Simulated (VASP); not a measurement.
Here is a VASP 6.6.1 calculation.

The input INCAR:

```
SYSTEM = CuSi16
ALGO = Normal
EDIFF = 1E-6
ENCUT = 520
GGA = PE
ISIF = 2
ISMEAR = -1
LASPH = .TRUE.
LCHARG = .FALSE.
LREAL = Auto
LWAVE = .FALSE.
NBANDS = 52
NELECT = 74.0
NELM = 80
PREC = Accurate
SIGMA = 0.02
```

The input KPOINTS:

```
k-points
0
G
  2 2 2
  0 0 0
```

The input POSCAR:

```
CuSi16
1.0
    0.0000000000      5.4300000000      5.4300000000
    5.4300000000      0.0000000000      5.4300000000
    5.4300000000      5.4300000000      0.0000000000
Si Cu
16 1
Direct
   -0.0010186924     -0.0109120626      0.0058593923
    0.1264014733      0.1236217311      0.1207672192
   -0.0259331492      0.0390340700      0.4892777164
    0.1197339779      0.1217242173      0.6291687845
   -0.0039978821      0.5109546041     -0.0049822284
    0.1304509208      0.6145619705      0.1294737569
   -0.0090190608      0.5120748619      0.5014361878
    0.1035124309      0.6672380295      0.6157901473
    0.5008688766     -0.0114033149      0.0137646409
    0.6260048803      0.1144168508      0.1353956722
    0.4954990792     -0.0119714549      0.5081289134
    0.6054501842      0.1232118785      0.6392155617
    0.5022812155      0.4877158379      0.0117826888
    0.6235876611      0.6143563536      0.1357690608
    0.4821278085      0.5105088398      0.5081436464
    0.6192081031      0.6137460405      0.6400745856
    0.2185290976      0.2957933702      0.7353141805
```

Potentials or basis: VASP PAW PBE potentials, release 64 (Si, Cu).

Command:

```console
$ cat potpaw_PBE.64/Si/POTCAR potpaw_PBE.64/Cu/POTCAR > POTCAR
$ mpirun -np 1 vasp_std > vasp.out
```

Predict the largest force.

0.046 eV/Å.

Forces in eV/Å, atoms in the order of the input:
```
Si  -0.008  0.000  0.008
Si   0.021  0.007 -0.029
Si  -0.008  0.039  0.003
Si   0.017 -0.021 -0.019
Si   0.002  0.005  0.012
Si   0.015 -0.014 -0.022
Si  -0.012  0.036  0.015
Si   0.000 -0.020 -0.005
Si  -0.011 -0.031 -0.002
Si  -0.005 -0.004  0.005
Si   0.016  0.002  0.009
Si  -0.015  0.019  0.040
Si   0.004 -0.035 -0.016
Si  -0.011 -0.002  0.001
Si  -0.009  0.001 -0.016
Si  -0.014 -0.003  0.019
Cu   0.017  0.023 -0.002
```

Caveat: the k points lie up to 0.50 Å⁻¹ apart; the cell carries a net charge on a neutralising background, which shifts energy and pressure.
